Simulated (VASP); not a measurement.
Runs of VASP 6.6.1 on SrMg. The structure is that of space group R-3m (No. 166), or close to it. The cells are those of the table. 

| cell | gap on the mesh (eV) | pressure (GPa) |
| --- | --- | --- |
| a = 4.539 Å, angles 75.3°, 2 atoms | none | -2.1 |
| a = 4.443 Å, angles 82.7°, 2 atoms | none | -3.2 |
| a = 5.684 Å, angles 45.7°, 2 atoms | none | (a) |
| a = 6.804 Å, angles 33.6°, 2 atoms | none | -2.8 |

Alike in all rows: task single point; level LDA; potentials or basis VASP PAW LDA potentials, release 64 (Sr_sv, Mg); no spin polarisation; k mesh 14 × 14 × 14; cutoff (eV) 520; smearing gaussian 0.15 eV.

Task: Estimate the missing entries.

Result: (a) -1.9.

A k mesh can miss the band edges, and the runs leave out spin-orbit coupling on Sr.

A gap of «none» marks levels without a gap at the run's occupations.
